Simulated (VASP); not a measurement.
# Sn (P6_3/mmc) in VASP: further runs

Runs on Sn. Level: PBEsol. Tasks: single point.

Program: VASP 6.6.1. These are calculated values, not measurements. Logs are shortened: lines on timing, memory, paths and dates and some standing lists are left out, and cuts for length are marked.

### Step 1. The cell of the first run

It takes space group P6_3/mmc (No. 194, hexagonal). Conventional cell: a = 2.899 Å, b = 2.899 Å, c = 4.690 Å, α = 90.00°, β = 90.00°, γ = 120.00°. Sn (site symmetry -6m2) has 12 Sn at 2.88 to 2.90 Å within 3.8 Å.

### Step 2. Single point, PBEsol (volume scaled by 0.65)

INCAR reads:

```
PREC = Accurate ; ENCUT = 520
EDIFF = 1E-6 ; ISMEAR = -1
SIGMA = 0.1 ; LREAL = F
LASPH = T ; NELM = 60
ALGO = Normal ; ISIF = 2
LWAVE = F ; LCHARG = F
GGA = PS ; NBANDS = 21
```

KPOINTS reads:

```
regular mesh
0
Gamma
  13 13 7
```

POSCAR reads:

```
Sn
1.0
    2.8987805996      0.0000000000      0.0000000000
   -1.4493902998      2.5104176392      0.0000000000
    0.0000000000      0.0000000000      4.6904141582
Sn
2
Direct
    0.3333333333      0.6666666667      0.2500000000
    0.6666666667      0.3333333333      0.7500000000
```

Potentials or basis: VASP PAW PBE potentials, release 64 (Sn_d).

On the command line:

```sh
cat potpaw_PBE.64/Sn_d/POTCAR > POTCAR
mpirun -np 1 vasp_std > vasp.out
```

OUTCAR:

```text
PREC = Accurate
   ENCUT = 520
   EDIFF = 1E-6
   ISMEAR = -1
   LREAL = F
   LASPH = T
   NELM = 60
   ISIF = 2
   GGA = PS

 ion  position               nearest neighbor table
   1  0.333  0.667  0.250-   2 2.88   2 2.88   2 2.88   2 2.88   2 2.88   2 2.88
   2  0.667  0.333  0.750-   1 2.88   1 2.88   1 2.88   1 2.88   1 2.88   1 2.88

  LATTYP: Found a hexagonal cell.
 ALAT       =     2.8987805996
 C/A-ratio  =     1.6180645610

  Lattice vectors:

 A1 = (   2.8987805996,   0.0000000000,   0.0000000000)
 A2 = (  -1.4493902998,   2.5104176392,   0.0000000000)
 A3 = (   0.0000000000,   0.0000000000,   4.6904141582)

Analysis of symmetry for initial positions (statically):
=====================================================================
 Subroutine PRICEL returns:
 Original cell was already a primitive cell.

 Routine SETGRP: Setting up the symmetry group for a
 hexagonal supercell.

 Subroutine GETGRP returns: Found 24 space group operations
 (whereof 12 operations were pure point group operations)
 out of a pool of 24 trial point group operations.

The static configuration has the point symmetry D_3d.
 The point group associated with its full space group is D_6h.

Analysis of symmetry for dynamics (positions and initial velocities):
=====================================================================
 Subroutine PRICEL returns:
 Original cell was already a primitive cell.

 Routine SETGRP: Setting up the symmetry group for a
 hexagonal supercell.

 Subroutine GETGRP returns: Found 24 space group operations
 (whereof 12 operations were pure point group operations)
 out of a pool of 24 trial point group operations.

The dynamic configuration has the point symmetry D_3d.
 The point group associated with its full space group is D_6h.

 Subroutine INISYM returns: Found 24 space group operations
 (whereof 12 operations are pure point group operations),
 and found     1 'primitive' translations

----------------------------------------------------------------------------------------

                                     Primitive cell

  volume of cell :      34.1328

  direct lattice vectors                    reciprocal lattice vectors
     2.898780600  0.000000000  0.000000000     0.344972641  0.199170047  0.000000000
    -1.449390300  2.510417639  0.000000000     0.000000000  0.398340095  0.000000000
     0.000000000  0.000000000  4.690414158     0.000000000  0.000000000  0.213200789

  length of vectors
     2.898780600  2.898780600  4.690414158     0.398340095  0.398340095  0.213200789

  position of ions in fractional coordinates (direct lattice)
     0.333333333  0.666666667  0.250000000
     0.666666667  0.333333333  0.750000000

  ion indices of the primitive-cell ions
   primitive index   ion index
                 1           1
                 2           2

----------------------------------------------------------------------------------------

 KPOINTS: regular mesh

Automatic generation of k-mesh.
 Grid dimensions read from file:
 generate k-points for:   13   13    7

 Generating k-lattice:

  Cartesian coordinates                     Fractional coordinates (reciprocal lattice)
     0.026536357  0.015320773  0.000000000     0.076923077 -0.000000000  0.000000000
     0.000000000  0.030641546  0.000000000     0.000000000  0.076923077  0.000000000
     0.000000000  0.000000000  0.030457256     0.000000000  0.000000000  0.142857143

  Length of vectors
     0.030641546  0.030641546  0.030457256

  Shift w.r.t. Gamma in fractional coordinates (k-lattice)
     0.000000000  0.000000000  0.000000000

 Subroutine IBZKPT returns following result:
 ===========================================

 Found     84 irreducible k-points:

 Following reciprocal coordinates:
            Coordinates               Weight
  0.000000  0.000000  0.000000      1.000000
  0.076923  0.000000  0.000000      6.000000
  0.153846  0.000000  0.000000      6.000000
  0.230769  0.000000  0.000000      6.000000
  0.307692  0.000000  0.000000      6.000000
  0.384615  0.000000  0.000000      6.000000
[... 16 lines left out ...]
  0.076923  0.000000  0.142857     12.000000
  0.153846  0.000000  0.142857     12.000000
 [... further k-points ...]
   k-points           NKPTS =     84   k-points in BZ     NKDIM =     84   number of bands    NBANDS=     21
   number of dos      NEDOS =    301   number of ions     NIONS =      2
   total plane-waves  NPLWV =  20736
   dimension x,y,z NGX =    24 NGY =   24 NGZ =   36
   dimension x,y,z NGXF=    48 NGYF=   48 NGZF=   72
   ions per type =               2
   NGX,Y,Z   is equivalent  to a cutoff of  13.76, 13.76, 12.76 a.u.
   NGXF,Y,Z  is equivalent  to a cutoff of  27.53, 27.53, 25.52 a.u.
 SYSTEM =  unknown system
   PREC   = accura    normal or accurate (medium, high low for compatibility)
   ISTART =      0    job   : 0-new  1-cont  2-samecut
   ICHARG =      2    charge: 1-file 2-atom 10-const
   ISPIN  =      1    spin polarized calculation?
   LNONCOLLINEAR =      F non collinear calculations
   LSORBIT =      F    spin-orbit coupling
   LASPH  =      T    aspherical Exc in radial PAW
   ENCUT  =  520.0 eV  38.22 Ry    6.18 a.u.   5.39  5.39  8.72*2*pi/ulx,y,z
   NELM   =     60;   NELMIN=  2; NELMDL= -5     # of ELM steps
   EDIFF  = 0.1E-05   stopping-criterion for ELM
   LREAL  =      F    real-space projection
   EDIFFG = 0.1E-04   stopping-criterion for IOM
   NSW    =      0    number of steps for IOM
   IBRION =     -1    ionic relax: 0-MD 1-quasi-New 2-CG
   NFREE  =      0    steps in history (QN), initial steepest desc. (CG)
   ISIF   =      2    stress and relaxation
   ISYM   =      2    0-nonsym 1-usesym 2-fastsym
   POTIM  = 0.5000    time-step for ionic-motion
   TEBEG  =    0.0;   TEEND  =   0.0 temperature during run
   PSTRESS=    0.0 pullay stress
   NELECT =      28.0000    total number of electrons
   NUPDOWN=      -1.0000    fix difference up-down
   EMIN   =  10.00;   EMAX   =-10.00  energy-range for DOS
   EFERMI =   0.00;   METHOD = LEGACY
   ISMEAR =    -1;   SIGMA  =   0.10  broadening in eV -4-tet -1-fermi 0-gaus
   EFERMI_NEDOS =   21; number of points for ismear=-14 and -15
   IALGO  =     38    algorithm
   IMIX   =      4    mixing-type and parameters
     AMIX     =   0.40;   BMIX     =  1.00
     AMIX_MAG =   1.60;   BMIX_MAG =  1.00
  volume/ion in A,a.u.               =      17.07       115.17
  Fermi-wavevector in a.u.,A,eV,Ry     =   1.532510  2.896024 31.954468  2.348587
  Thomas-Fermi vector in A             =   2.639706
   LORBIT       =      0    0 simple, 1 ext, 2 COOP (PROOUT), +10 PAW based schemes
   GGA     = PS    functional components
   LHFCALC =     F    Hartree Fock is set to
   AEXX    =    0.0000 exact exchange contribution
   IVDW    =     0    specifies the selected vdW correction
   LEPSILON=     F    determine dielectric tensor
   LRPA    =     F    only Hartree local field effects (RPA)
 non-spin polarized calculation
  energy-cutoff  :      520.00
  volume of cell :       34.13
 maximum number of plane-waves:       942
 NGX is ok and might be reduce to    24
   NGX = 11   NGY = 11   NGZ = 17

 number of electron      27.9999980 magnetization

 Free energy of the ion-electron system (eV)
  ---------------------------------------------------
  ext. energy  EPLUGINS =         0.00000000
  ---------------------------------------------------
  free energy    TOTEN  =        -5.96296898 eV

  energy without entropy =       -5.93856358  energy(sigma->0) =       -5.95076628

 E-fermi :  15.2238     XC(G=0): -12.8909

 val. band max:       15.2106433201   @ k =   0.2308   0.1538   0.1429
 cond. band min:      15.3468451507   @ k =   0.2308   0.1538   0.4286
 fundamental gap:      0.1362018306
 Fermi energy:        15.2237963297

 k-point     1 :       0.0000    0.0000    0.0000
  band No.  band energies     occupation
      1      -7.2173      2.00000
      2      -7.0672      2.00000
      3      -7.0231      2.00000
      4      -7.0231      2.00000
      5      -6.9664      2.00000
      6      -6.9664      2.00000
[... 13 lines left out ...]
     20      26.7500      0.00000
     21      30.0971      0.00000

 k-point     2 :       0.0769    0.0000    0.0000
  band No.  band energies     occupation
      1      -7.2034      2.00000
      2      -7.0842      2.00000
      3      -6.9970      2.00000
      4      -6.9927      2.00000
      5      -6.9642      2.00000
      6      -6.9377      2.00000
[... 13 lines left out ...]
     20      27.5042      0.00000
     21      28.3175      0.00000

 k-point     3 :       0.1538    0.0000    0.0000
  band No.  band energies     occupation
      1      -7.2086      2.00000
      2      -7.0798      2.00000
      3      -6.9825      2.00000
      4      -6.9426      2.00000
      5      -6.9229      2.00000
      6      -6.9100      2.00000
[... 13 lines left out ...]
     20      27.7776      0.00000
     21      28.1398      0.00000

 k-point     4 :       0.2308    0.0000    0.0000
  band No.  band energies     occupation
      1      -7.2704      2.00000
      2      -7.0513      2.00000
      3      -7.0220      2.00000
      4      -6.9676      2.00000
      5      -6.9656      2.00000
      6      -6.8028      2.00000
[... 13 lines left out ...]
     20      26.7355      0.00000
     21      28.5715      0.00000

 k-point     5 :       0.3077    0.0000    0.0000
  band No.  band energies     occupation
      1      -7.3435      2.00000
      2      -7.1155      2.00000
      3      -7.0740      2.00000
      4      -7.0117      2.00000
      5      -6.8972      2.00000
      6      -6.7433      2.00000
[... 13 lines left out ...]
     20      25.7944      0.00000
     21      28.9472      0.00000
[... 382 lines left out ...]
     20      31.7704      0.00000
     21      32.3852      0.00000

 k-point    22 :       0.0000    0.0000    0.1429
  band No.  band energies     occupation
      1      -7.2066      2.00000
      2      -7.0703      2.00000
      3      -7.0428      2.00000
      4      -7.0428      2.00000
      5      -6.9786      2.00000
      6      -6.9786      2.00000
[... 13 lines left out ...]
     20      26.3092      0.00000
     21      29.9974      0.00000

 k-point    23 :       0.0769    0.0000    0.1429
  band No.  band energies     occupation
      1      -7.1944      2.00000
      2      -7.0817      2.00000
      3      -7.0298      2.00000
      4      -7.0170      2.00000
      5      -6.9772      2.00000
      6      -6.9500      2.00000
[... 13 lines left out ...]
     20      26.8884      0.00000
     21      29.2542      0.00000

 k-point    24 :       0.1538    0.0000    0.1429
  band No.  band energies     occupation
      1      -7.2028      2.00000
      2      -7.0751      2.00000
      3      -7.0224      2.00000
      4      -6.9692      2.00000
      5      -6.9626      2.00000
      6      -6.8699      2.00000
[... 13 lines left out ...]
     20      26.7136      0.00000
     21      27.8239      0.00000

 [... further k-points ...]

------------------------ aborting loop because EDIFF is reached ----------------------------------------

  FORCE on cell =-STRESS in cart. coord.  units (eV):
  Direction    XX          YY          ZZ          XY          YZ          ZX
  --------------------------------------------------------------------------------------
  -------------------------------------------------------------------------------------
  Total       14.1732408     14.1732408     14.1765625      0.0000000      0.0000000      0.0000000
  in kB      665.2842339    665.2842339    665.4401529      0.0000000      0.0000000      0.0000000
  external PRESSURE =     665.3362069 kB  Pullay stress =       0.0000000 kB

 VOLUME and BASIS-vectors are now :
 -----------------------------------------------------------------------------
  energy-cutoff  :      520.00
  volume of cell :       34.13
      direct lattice vectors                 reciprocal lattice vectors
     2.898780600  0.000000000  0.000000000     0.344972641  0.199170047  0.000000000
    -1.449390300  2.510417639  0.000000000     0.000000000  0.398340095  0.000000000
     0.000000000  0.000000000  4.690414158     0.000000000  0.000000000  0.213200789

 POSITION                                       TOTAL-FORCE (eV/Angst)
 -----------------------------------------------------------------------------------
     -0.00000      1.67361      1.17260         0.000000      0.000000      0.000000
      1.44939      0.83681      3.51781         0.000000     -0.000000     -0.000000
 -----------------------------------------------------------------------------------
    total drift:                               -0.000000      0.000000      0.000000

  FREE ENERGIE OF THE ION-ELECTRON SYSTEM (eV)
  ---------------------------------------------------
  free  energy   TOTEN  =        -5.9629689822 eV

  energy  without entropy=       -5.9385635823  energy(sigma->0) =       -5.95076628
```

Wall time 98 s (1 thread of AMD EPYC 7R13, shared host); peak memory 0.15 GiB.

What came out:

* Free energy: -5.9630 eV
* Pressure: 66.5 GPa
* Band gap on the k mesh: zero (band 14 reaches 23.82 eV, above the bottom of band 15 at 11.58 eV)

Levels at points of the mesh, in eV from the Fermi level:
```
           k point  band 10  band 11  band 12  band 13  band 14  band 15  band 16  band 17  band 18  band 19
(0.00, 0.00, 0.00)   -21.72   -15.64    -7.78    -7.71     8.46     8.46     9.96    10.95    10.95    11.23
```

Caveat: the PAW data sets were made with another functional, which shifts forces and pressure a little; spin-orbit coupling is left out, which moves the levels of the heavy elements.

### Step 3. Single point, PBEsol (volume scaled by 0.65)

INCAR reads:

```
SYSTEM = Sn
PREC = Accurate
ENCUT = 520
EDIFF = 1E-6
ISMEAR = -1
SIGMA = 0.1
LREAL = .False.
LASPH = .True.
NELM = 60
ALGO = Normal
ISIF = 2
LWAVE = .False.
LCHARG = .False.
GGA = PS
NBANDS = 21
```

KPOINTS reads:

```
Automatic mesh
0
Gamma
  13 13 7
  0 0 0
```

POSCAR is that of step 2.

Potentials or basis: VASP PAW PBE potentials, release 64 (Sn_d).

On the command line:

```sh
cat potpaw_PBE.64/Sn_d/POTCAR > POTCAR
mpirun -np 1 vasp_std > vasp.out
```

OUTCAR:

```text
SYSTEM = Sn
   PREC = Accurate
   ENCUT = 520
   EDIFF = 1E-6
   ISMEAR = -1
   LREAL = .False.
   LASPH = .True.
   NELM = 60
   ISIF = 2
   GGA = PS

 ion  position               nearest neighbor table
   1  0.333  0.667  0.250-   2 2.88   2 2.88   2 2.88   2 2.88   2 2.88   2 2.88
   2  0.667  0.333  0.750-   1 2.88   1 2.88   1 2.88   1 2.88   1 2.88   1 2.88

  LATTYP: Found a hexagonal cell.
 ALAT       =     2.8987805996
 C/A-ratio  =     1.6180645610

  Lattice vectors:

 A1 = (   2.8987805996,   0.0000000000,   0.0000000000)
 A2 = (  -1.4493902998,   2.5104176392,   0.0000000000)
 A3 = (   0.0000000000,   0.0000000000,   4.6904141582)

Analysis of symmetry for initial positions (statically):
=====================================================================
 Subroutine PRICEL returns:
 Original cell was already a primitive cell.

 Routine SETGRP: Setting up the symmetry group for a
 hexagonal supercell.

 Subroutine GETGRP returns: Found 24 space group operations
 (whereof 12 operations were pure point group operations)
 out of a pool of 24 trial point group operations.

The static configuration has the point symmetry D_3d.
[... 160 lines left out ...]

  energy without entropy =       -5.93856358  energy(sigma->0) =       -5.95076628

 E-fermi :  15.2238     XC(G=0): -12.8909

 val. band max:       15.2106433201   @ k =   0.2308   0.1538   0.1429
 cond. band min:      15.3468451507   @ k =   0.2308   0.1538   0.4286
 fundamental gap:      0.1362018306
 Fermi energy:        15.2237963297

 k-point     1 :       0.0000    0.0000    0.0000
  band No.  band energies     occupation
      1      -7.2173      2.00000
      2      -7.0672      2.00000
      3      -7.0231      2.00000
      4      -7.0231      2.00000
      5      -6.9664      2.00000
      6      -6.9664      2.00000
[... 565 lines left out ...]
     20      26.7136      0.00000
     21      27.8239      0.00000

 [... further k-points ...]

------------------------ aborting loop because EDIFF is reached ----------------------------------------

  FORCE on cell =-STRESS in cart. coord.  units (eV):
  Direction    XX          YY          ZZ          XY          YZ          ZX
  --------------------------------------------------------------------------------------
  -------------------------------------------------------------------------------------
  Total       14.1732408     14.1732408     14.1765625      0.0000000      0.0000000      0.0000000
  in kB      665.2842339    665.2842339    665.4401529      0.0000000      0.0000000      0.0000000
  external PRESSURE =     665.3362069 kB  Pullay stress =       0.0000000 kB

 VOLUME and BASIS-vectors are now :
 -----------------------------------------------------------------------------
  energy-cutoff  :      520.00
  volume of cell :       34.13
      direct lattice vectors                 reciprocal lattice vectors
     2.898780600  0.000000000  0.000000000     0.344972641  0.199170047  0.000000000
    -1.449390300  2.510417639  0.000000000     0.000000000  0.398340095  0.000000000
     0.000000000  0.000000000  4.690414158     0.000000000  0.000000000  0.213200789

 POSITION                                       TOTAL-FORCE (eV/Angst)
 -----------------------------------------------------------------------------------
     -0.00000      1.67361      1.17260         0.000000      0.000000      0.000000
      1.44939      0.83681      3.51781         0.000000     -0.000000     -0.000000
 -----------------------------------------------------------------------------------
    total drift:                               -0.000000      0.000000      0.000000

  FREE ENERGIE OF THE ION-ELECTRON SYSTEM (eV)
  ---------------------------------------------------
  free  energy   TOTEN  =        -5.9629689822 eV

  energy  without entropy=       -5.9385635823  energy(sigma->0) =       -5.95076628
```

stdout:

```text
POSCAR found type information on POSCAR Sn
 POSCAR found :  1 types and       2 ions
 scaLAPACK will be used
 -----------------------------------------------------------------------------
|                                                                             |
|                                                                             |
|     You enforced a specific xc type in the INCAR file but a different       |
|     I HOPE YOU KNOW WHAT YOU ARE DOING!                                     |
|                                                                             |
 -----------------------------------------------------------------------------

 LDA part: xc-table for (Slater+PW92), standard interpolation
 POSCAR, INCAR and KPOINTS ok, starting setup
 FFT: planning ... GRIDC
 FFT: planning ... GRID_SOFT
 FFT: planning ... GRID
 WAVECAR not read
 entering main loop
```

It took 1.7 min on 1 thread of AMD EPYC 7R13, shared host; peak memory 0.15 GiB.

What came out:

```
Free energy            : -5.9630 eV
Pressure               : 66.5 GPa
Band gap on the k mesh : zero (band 14 reaches 23.82 eV, above the bottom of band 15 at 11.58 eV)
```

Levels at points of the mesh, in eV from the Fermi level:
| k point | band 12 | band 13 | band 14 | band 15 | band 16 | band 17 |
| --- | --- | --- | --- | --- | --- | --- |
| (0.00, 0.00, 0.00) | -7.78 | -7.71 | 8.46 | 8.46 | 9.96 | 10.95 |

Caveat: the PAW data sets were made with another functional, which shifts forces and pressure a little; spin-orbit coupling is left out, which moves the levels of the heavy elements.

[end of part 1 of 2]
